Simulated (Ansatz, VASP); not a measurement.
## One calculation of Ag3B, two programs

```
Ag B
1.0
     4.07805    0.00000    0.00000
     0.00000    4.07805    0.00000
     0.00000    0.00000    4.07805
Ag B
3 1
Direct
  0.50000 0.50000 0.00000
  0.50000 0.00000 0.50000
  0.00000 0.50000 0.50000
  0.00000 0.00000 0.00000
```

Change from the starting cell: species swapped into the VIr3 type (Pm-3m, No. 221).

Alike in both runs: task single point; functional PBE; k mesh 4 × 4 × 4; occupations gaussian, width 0.1 eV; no spin polarisation.

|  | VASP | Ansatz |
| --- | --- | --- |
| version | VASP 6.6.1 | Ansatz 0.2.0 |
| potentials or method | VASP PAW PBE potentials, release 64 (Ag, B), cutoff 520 eV | scalar-relativistic, plane waves, PAW |
| valence electrons in the cell | 36 | 60 |

Ansatz gave:

| Item | Value |
| --- | --- |
| gap on the k mesh at the Fermi level (eV) | none |
| pressure (GPa) | -7.5 |

Which values does VASP return?

gap on the k mesh at the Fermi level (eV): none; pressure (GPa): -7.6.

A gap of «none» marks a metal or a gap that the smearing closes. VASP's potentials hold 36 valence electrons a cell and Ansatz's 60, so a difference there can come from the potentials and not from the codes.

The k mesh is coarse, so the values compare programs but aren't converged.
